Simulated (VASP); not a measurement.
# SiPb (zincblende type) (F-43m) in VASP: notebook

Runs on SiPb (zincblende type). Level: PBE. Tasks: single point, relaxation of cell and atoms.

Program: VASP 6.6.1. These are calculated values, not measurements. Logs are shortened: lines on timing, memory, paths and dates and some standing lists are left out, and cuts for length are marked.

### Step 1. The cell of the first run

The structure is cubic, space group F-43m (No. 216). Conventional cell: a = 6.288 Å, b = 6.288 Å, c = 6.288 Å, α = 90.00°, β = 90.00°, γ = 90.00°. Pb (site symmetry -43m) has 4 Si at 2.72 Å within 3.6 Å. Si (site symmetry -43m) has 4 Pb at 2.72 Å within 3.6 Å.

### Step 2. Single point, PBE

Input file INCAR:

```
  ALGO = Normal
  EDIFF = 1E-7
  ENCUT = 520
  GGA = PE
  ISIF = 2
  ISMEAR = -1
  LASPH = True
  LCHARG = False
  LREAL = False
  LWAVE = False
  NBANDS = 16
  NELM = 80
  PREC = Accurate
  SIGMA = 0.03
```

Input file KPOINTS:

```
k-points
0
Gamma
  9 9 9
```

Input file POSCAR:

```
SiPb
1.0
    0.0000000000      3.1441890870      3.1441890870
    3.1441890870      0.0000000000      3.1441890870
    3.1441890870      3.1441890870      0.0000000000
Pb Si
1 1
Direct
    0.0000000000      0.0000000000      0.0000000000
    0.2500000000      0.2500000000      0.2500000000
```

Potentials or basis: VASP PAW PBE potentials, release 64 (Pb_d, Si).

Started as:

```sh
cat potpaw_PBE.64/Pb_d/POTCAR potpaw_PBE.64/Si/POTCAR > POTCAR
mpirun -np 1 vasp_std > vasp.out
```

OUTCAR:

```text
EDIFF = 1E-7
   ENCUT = 520
   GGA = PE
   ISIF = 2
   ISMEAR = -1
   LASPH = True
   LREAL = False
   NELM = 80
   PREC = Accurate

 ion  position               nearest neighbor table
   1  0.000  0.000  0.000-   2 2.72   2 2.72   2 2.72   2 2.72
   2  0.250  0.250  0.250-   1 2.72   1 2.72   1 2.72   1 2.72

  LATTYP: Found a face centered cubic cell.
 ALAT       =     6.2883781740

  Lattice vectors:

 A1 = (   0.0000000000,   3.1441890870,   3.1441890870)
 A2 = (   3.1441890870,   0.0000000000,   3.1441890870)
 A3 = (   3.1441890870,   3.1441890870,   0.0000000000)

Analysis of symmetry for initial positions (statically):
=====================================================================
 Subroutine PRICEL returns:
 Original cell was already a primitive cell.

 Routine SETGRP: Setting up the symmetry group for a
 face centered cubic supercell.

 Subroutine GETGRP returns: Found 24 space group operations
 (whereof 24 operations were pure point group operations)
 out of a pool of 48 trial point group operations.

The static configuration has the point symmetry T_d .

Analysis of symmetry for dynamics (positions and initial velocities):
=====================================================================
 Subroutine PRICEL returns:
 Original cell was already a primitive cell.

 Routine SETGRP: Setting up the symmetry group for a
 face centered cubic supercell.

 Subroutine GETGRP returns: Found 24 space group operations
 (whereof 24 operations were pure point group operations)
 out of a pool of 48 trial point group operations.

The dynamic configuration has the point symmetry T_d .

 Subroutine INISYM returns: Found 24 space group operations
 (whereof 24 operations are pure point group operations),
 and found     1 'primitive' translations

----------------------------------------------------------------------------------------

                                     Primitive cell

  volume of cell :      62.1664

  direct lattice vectors                    reciprocal lattice vectors
     0.000000000  3.144189087  3.144189087    -0.159023515  0.159023515  0.159023515
     3.144189087  0.000000000  3.144189087     0.159023515 -0.159023515  0.159023515
     3.144189087  3.144189087  0.000000000     0.159023515  0.159023515 -0.159023515

  length of vectors
     4.446554850  4.446554850  4.446554850     0.275436807  0.275436807  0.275436807

  position of ions in fractional coordinates (direct lattice)
     0.000000000  0.000000000  0.000000000
     0.250000000  0.250000000  0.250000000

  ion indices of the primitive-cell ions
   primitive index   ion index
                 1           1
                 2           2

----------------------------------------------------------------------------------------

 KPOINTS: k-points

Automatic generation of k-mesh.
 Grid dimensions read from file:
 generate k-points for:    9    9    9

 Generating k-lattice:

  Cartesian coordinates                     Fractional coordinates (reciprocal lattice)
    -0.017669279  0.017669279  0.017669279     0.111111111  0.000000000  0.000000000
     0.017669279 -0.017669279  0.017669279     0.000000000  0.111111111  0.000000000
     0.017669279  0.017669279 -0.017669279     0.000000000  0.000000000  0.111111111

  Length of vectors
     0.030604090  0.030604090  0.030604090

  Shift w.r.t. Gamma in fractional coordinates (k-lattice)
     0.000000000  0.000000000  0.000000000

 Subroutine IBZKPT returns following result:
 ===========================================

 Found     35 irreducible k-points:

 Following reciprocal coordinates:
            Coordinates               Weight
  0.000000  0.000000  0.000000      1.000000
  0.111111  0.000000  0.000000      8.000000
  0.222222  0.000000  0.000000      8.000000
  0.333333  0.000000  0.000000      8.000000
  0.444444  0.000000  0.000000      8.000000
  0.111111  0.111111  0.000000      6.000000
[... 16 lines left out ...]
 -0.333333  0.333333  0.000000     12.000000
  0.444444  0.444444  0.000000      6.000000
 [... further k-points ...]
   k-points           NKPTS =     35   k-points in BZ     NKDIM =     35   number of bands    NBANDS=     16
   number of dos      NEDOS =    301   number of ions     NIONS =      2
   total plane-waves  NPLWV =  46656
   dimension x,y,z NGX =    36 NGY =   36 NGZ =   36
   dimension x,y,z NGXF=    72 NGYF=   72 NGZF=   72
   ions per type =               1   1
   NGX,Y,Z   is equivalent  to a cutoff of  13.46, 13.46, 13.46 a.u.
   NGXF,Y,Z  is equivalent  to a cutoff of  26.92, 26.92, 26.92 a.u.
 SYSTEM =  unknown system
   PREC   = accura    normal or accurate (medium, high low for compatibility)
   ISTART =      0    job   : 0-new  1-cont  2-samecut
   ICHARG =      2    charge: 1-file 2-atom 10-const
   ISPIN  =      1    spin polarized calculation?
   LNONCOLLINEAR =      F non collinear calculations
   LSORBIT =      F    spin-orbit coupling
   LASPH  =      T    aspherical Exc in radial PAW
   ENCUT  =  520.0 eV  38.22 Ry    6.18 a.u.   8.27  8.27  8.27*2*pi/ulx,y,z
   NELM   =     80;   NELMIN=  2; NELMDL= -5     # of ELM steps
   EDIFF  = 0.1E-06   stopping-criterion for ELM
   LREAL  =      F    real-space projection
   EDIFFG = 0.1E-05   stopping-criterion for IOM
   NSW    =      0    number of steps for IOM
   IBRION =     -1    ionic relax: 0-MD 1-quasi-New 2-CG
   NFREE  =      0    steps in history (QN), initial steepest desc. (CG)
   ISIF   =      2    stress and relaxation
   ISYM   =      2    0-nonsym 1-usesym 2-fastsym
   POTIM  = 0.5000    time-step for ionic-motion
   TEBEG  =    0.0;   TEEND  =   0.0 temperature during run
   PSTRESS=    0.0 pullay stress
   NELECT =      18.0000    total number of electrons
   NUPDOWN=      -1.0000    fix difference up-down
   EMIN   =  10.00;   EMAX   =-10.00  energy-range for DOS
   EFERMI =   0.00;   METHOD = LEGACY
   ISMEAR =    -1;   SIGMA  =   0.03  broadening in eV -4-tet -1-fermi 0-gaus
   EFERMI_NEDOS =   21; number of points for ismear=-14 and -15
   IALGO  =     38    algorithm
   IMIX   =      4    mixing-type and parameters
     AMIX     =   0.40;   BMIX     =  1.00
     AMIX_MAG =   1.60;   BMIX_MAG =  1.00
  volume/ion in A,a.u.               =      31.08       209.76
  Fermi-wavevector in a.u.,A,eV,Ry     =   1.083046  2.046661 15.959487  1.172989
  Thomas-Fermi vector in A             =   2.219103
   LORBIT       =      0    0 simple, 1 ext, 2 COOP (PROOUT), +10 PAW based schemes
   GGA     = PE    functional components
   LHFCALC =     F    Hartree Fock is set to
   AEXX    =    0.0000 exact exchange contribution
   IVDW    =     0    specifies the selected vdW correction
   LEPSILON=     F    determine dielectric tensor
   LRPA    =     F    only Hartree local field effects (RPA)
 non-spin polarized calculation
  energy-cutoff  :      520.00
  volume of cell :       62.17
 maximum number of plane-waves:      1695
 NGX is ok and might be reduce to    36
   NGX = 17   NGY = 17   NGZ = 17

 number of electron      17.9999999 magnetization

 Free energy of the ion-electron system (eV)
  ---------------------------------------------------
  ext. energy  EPLUGINS =         0.00000000
  ---------------------------------------------------
  free energy    TOTEN  =        -8.08087669 eV

  energy without entropy =       -8.07903133  energy(sigma->0) =       -8.07995401

 E-fermi :   4.6110     XC(G=0):  -8.7252

 val. band max:        4.5789549324   @ k =  -0.1111   0.1111   0.0000
 cond. band min:       4.6179817244   @ k =   0.1111   0.0000   0.0000
 fundamental gap:      0.0390267920
 Fermi energy:         4.6109670472

 k-point     1 :       0.0000    0.0000    0.0000
  band No.  band energies     occupation
      1     -12.1657      2.00000
      2     -12.1657      2.00000
      3     -12.1657      2.00000
      4     -12.0838      2.00000
      5     -12.0838      2.00000
      6      -6.5441      2.00000
[... 8 lines left out ...]
     15      12.7274      0.00000
     16      12.7274      0.00000

 k-point     2 :       0.1111    0.0000    0.0000
  band No.  band energies     occupation
      1     -12.1670      2.00000
      2     -12.1628      2.00000
      3     -12.1628      2.00000
      4     -12.0837      2.00000
      5     -12.0837      2.00000
      6      -6.4229      2.00000
[... 8 lines left out ...]
     15      12.1873      0.00000
     16      12.1873      0.00000

 k-point     3 :       0.2222    0.0000    0.0000
  band No.  band energies     occupation
      1     -12.1705      2.00000
      2     -12.1560      2.00000
      3     -12.1560      2.00000
      4     -12.0826      2.00000
      5     -12.0826      2.00000
      6      -6.0711      2.00000
[... 8 lines left out ...]
     15      11.8490      0.00000
     16      11.8490      0.00000

 k-point     4 :       0.3333    0.0000    0.0000
  band No.  band energies     occupation
      1     -12.1747      2.00000
      2     -12.1497      2.00000
      3     -12.1497      2.00000
      4     -12.0801      2.00000
      5     -12.0801      2.00000
      6      -5.5441      2.00000
[... 8 lines left out ...]
     15      12.2680      0.00000
     16      12.2680      0.00000

 k-point     5 :       0.4444    0.0000    0.0000
  band No.  band energies     occupation
      1     -12.1776      2.00000
      2     -12.1465      2.00000
      3     -12.1465      2.00000
      4     -12.0775      2.00000
      5     -12.0775      2.00000
      6      -5.0426      2.00000
[... 8 lines left out ...]
     15      13.2306      0.00000
     16      13.2306      0.00000

 k-point     6 :       0.1111    0.1111    0.0000
  band No.  band energies     occupation
      1     -12.1709      2.00000
      2     -12.1600      2.00000
      3     -12.1600      2.00000
      4     -12.0859      2.00000
      5     -12.0816      2.00000
      6      -6.3819      2.00000
[... 8 lines left out ...]
     15      11.4148      0.00000
     16      12.8248      0.00000
[... 267 lines left out ...]
 k-point    21 :       0.4444    0.3333    0.0000
  band No.  band energies     occupation
      1     -12.1999      2.00000
      2     -12.1246      2.00000
      3     -12.1231      2.00000
      4     -12.0994      2.00000
      5     -12.0683      2.00000
      6      -4.6309      2.00000
[... 8 lines left out ...]
     15      13.8297      0.00000
     16      14.7555      0.00000

 k-point    22 :      -0.4444    0.3333    0.0000
  band No.  band energies     occupation
      1     -12.1940      2.00000
      2     -12.1281      2.00000
      3     -12.1228      2.00000
      4     -12.0958      2.00000
      5     -12.0709      2.00000
      6      -4.1934      2.00000
[... 8 lines left out ...]
     15      13.2623      0.00000
     16      15.0635      0.00000

 k-point    23 :      -0.3333    0.3333    0.0000
  band No.  band energies     occupation
      1     -12.1848      2.00000
      2     -12.1357      2.00000
      3     -12.1277      2.00000
      4     -12.0890      2.00000
      5     -12.0763      2.00000
      6      -4.3151      2.00000
[... 8 lines left out ...]
     15      12.2866      0.00000
     16      15.6044      0.00000

 k-point    24 :       0.4444    0.4444    0.0000
  band No.  band energies     occupation
      1     -12.2071      2.00000
      2     -12.1173      2.00000
      3     -12.1173      2.00000
      4     -12.1035      2.00000
      5     -12.0655      2.00000
      6      -4.2051      2.00000
[... 8 lines left out ...]
     15      13.8367      0.00000
     16      15.2731      0.00000

 [... further k-points ...]
[... 5 lines left out ...]
  --------------------------------------------------------------------------------------
  -------------------------------------------------------------------------------------
  Total       -0.0204569     -0.0204569     -0.0204569      0.0000000      0.0000000     -0.0000000
  in kB       -0.5272222     -0.5272222     -0.5272222      0.0000000      0.0000000     -0.0000000
  external PRESSURE =      -0.5272222 kB  Pullay stress =       0.0000000 kB

 VOLUME and BASIS-vectors are now :
 -----------------------------------------------------------------------------
  energy-cutoff  :      520.00
  volume of cell :       62.17
      direct lattice vectors                 reciprocal lattice vectors
     0.000000000  3.144189087  3.144189087    -0.159023515  0.159023515  0.159023515
     3.144189087  0.000000000  3.144189087     0.159023515 -0.159023515  0.159023515
     3.144189087  3.144189087  0.000000000     0.159023515  0.159023515 -0.159023515

 POSITION                                       TOTAL-FORCE (eV/Angst)
 -----------------------------------------------------------------------------------
      0.00000      0.00000      0.00000         0.000000      0.000000      0.000000
      1.57209      1.57209      1.57209        -0.000000     -0.000000     -0.000000
 -----------------------------------------------------------------------------------
    total drift:                                0.000000      0.000000      0.000000

  FREE ENERGIE OF THE ION-ELECTRON SYSTEM (eV)
  ---------------------------------------------------
  free  energy   TOTEN  =        -8.0808766891 eV

  energy  without entropy=       -8.0790313315  energy(sigma->0) =       -8.07995401
```

It took 92 s on 1 thread of AMD EPYC 7R13, shared host; peak memory 0.19 GiB.

Results:

| Quantity | Value |
| --- | --- |
| Free energy | -8.0809 eV |
| Pressure | -0.1 GPa |
| Band gap on the k mesh | zero (band 9 reaches 4.84 eV, above the bottom of band 10 at 4.42 eV) |

Levels at points of the mesh, in eV from the Fermi level:
| k point | band 5 | band 6 | band 7 | band 8 | band 9 | band 10 | band 11 | band 12 | band 13 | band 14 |
| --- | --- | --- | --- | --- | --- | --- | --- | --- | --- | --- |
| (0.00, 0.00, 0.00) | -16.69 | -11.16 | -1.44 | 0.23 | 0.23 | 0.23 | 2.44 | 2.44 | 2.44 | 5.44 |

Caveat: spin-orbit coupling is left out, which moves the levels of the heavy elements.

### Step 3. Relaxation of cell and atoms, PBE

This run uses another cell than the first one, of 33.37 Å³/atom, 1.074 times its volume.

Input file INCAR:

```
PREC = Accurate ; ENCUT = 600
EDIFF = 1E-6 ; ISMEAR = -1
SIGMA = 0.03 ; LREAL = False
LASPH = True ; NELM = 80
ALGO = Normal ; ISIF = 3
LWAVE = False ; LCHARG = False
GGA = PE ; IBRION = 2
NSW = 100 ; EDIFFG = -0.005
```

Input file KPOINTS:

```
Automatic mesh
0
Gamma
  9 9 9
```

Input file POSCAR:

```
SiPb
1.0
    0.0000000000      3.2195088072      3.2195088072
    3.2195088072      0.0000000000      3.2195088072
    3.2195088072      3.2195088072      0.0000000000
Pb Si
1 1
Direct
    0.0000000000      0.0000000000      0.0000000000
    0.2500000000      0.2500000000      0.2500000000
```

Potentials or basis: VASP PAW PBE potentials, release 64 (Pb_d, Si).

Started as:

```sh
cat potpaw_PBE.64/Pb_d/POTCAR potpaw_PBE.64/Si/POTCAR > POTCAR
mpirun -np 1 vasp_std > vasp.out
```

Wall time 2.7 min (1 thread of AMD EPYC 7R13, shared host); peak memory 0.21 GiB.

It converged, with:

```yaml
Free_energy: -8.0812 eV
Relaxed_volume: 31.07 Å³/atom
Relaxed_cell: a = 4.446 Å, b = 4.446 Å, c = 4.446 Å, α = 60.00°, β = 60.00°, γ = 60.00°
Space_group_after_relaxing_to_0.05_Å: F-43m (No. 216)
Energy_gained_by_relaxing: 18.8 meV/atom
Ionic_steps: 3
Pressure_after_relaxing: 0.0 GPa
Band_gap_on_the_k_mesh: zero (band 9 reaches 4.84 eV, above the bottom of band 10 at 4.42 eV)
```

Step by step:
```csv
step,energy change (eV),largest force (eV/Å),pressure (GPa),volume (Å³)
1,0.0000,0.0000,-2.46,66.74
2,-0.0375,0.0000,0.15,61.92
3,-0.0376,0.0000,0.00,62.14
```

Final structure:
```
Pb Si
1.0
     0.00000    3.14371    3.14371
     3.14371    0.00000    3.14371
     3.14371    3.14371    0.00000
Pb Si
1 1
Direct
  0.00000 0.00000 0.00000
  0.25000 0.25000 0.25000
```

Levels at points of the mesh, in eV from the Fermi level:
| k point | band 6 | band 7 | band 8 | band 9 | band 10 | band 11 | band 12 | band 13 |
| --- | --- | --- | --- | --- | --- | --- | --- | --- |
| (0.00, 0.00, 0.00) | -11.16 | -1.43 | 0.23 | 0.23 | 0.23 | 2.44 | 2.44 | 2.44 |

Caveat: spin-orbit coupling is left out, which moves the levels of the heavy elements.
